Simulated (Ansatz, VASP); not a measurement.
**One calculation of Cs2NaBrF6, two programs**

```
F Br Cs Na
1.0
     0.00000    4.59138    4.59138
     4.59138    0.00000    4.59138
     4.59138    4.59138    0.00000
F Br Cs Na
6 1 2 1
Cartesian
  2.2145 4.5914 4.5914
  4.5914 2.2145 4.5914
  6.9682 4.5914 4.5914
  4.5914 6.9682 4.5914
  4.5914 4.5914 2.2145
  4.5914 4.5914 6.9682
  0.0000 0.0000 0.0000
  2.2957 2.2957 2.2957
  6.8871 6.8871 6.8871
  4.5914 4.5914 4.5914
```

Alike in both runs: functional PBEsol; k mesh 6 × 6 × 6; occupations methfessel-paxton of order 1, width 0.0385 eV; no spin polarisation.

Ansatz relaxed the structure, and its values are those at the end. VASP's run is a single point on that final structure, the one shown.

|  | VASP | Ansatz |
| --- | --- | --- |
| version | VASP 6.6.1 | Ansatz 0.2.0 |
| potentials or method | VASP PAW PBE potentials, release 64 (F, Br, Cs_sv, Na_pv), cutoff 520 eV | PAW plane waves |
| valence electrons in the cell | 74 | 76 |

```csv
,VASP,Ansatz,Ansatz less VASP
pressure (GPa),-2.2,-2.0,+0.14
rms of the force components (eV/Å),0.003,0.000,-0.0032
```

VASP's potentials were made for PBE, not for PBEsol. With one functional, cell and mesh, what is left measures potentials, basis and numerics. VASP's potentials hold 74 valence electrons a cell and Ansatz's 76, so a difference there can come from the potentials and not from the codes. Ansatz's warnings: stress scf threshold loose.

Neither program's run includes spin-orbit coupling.
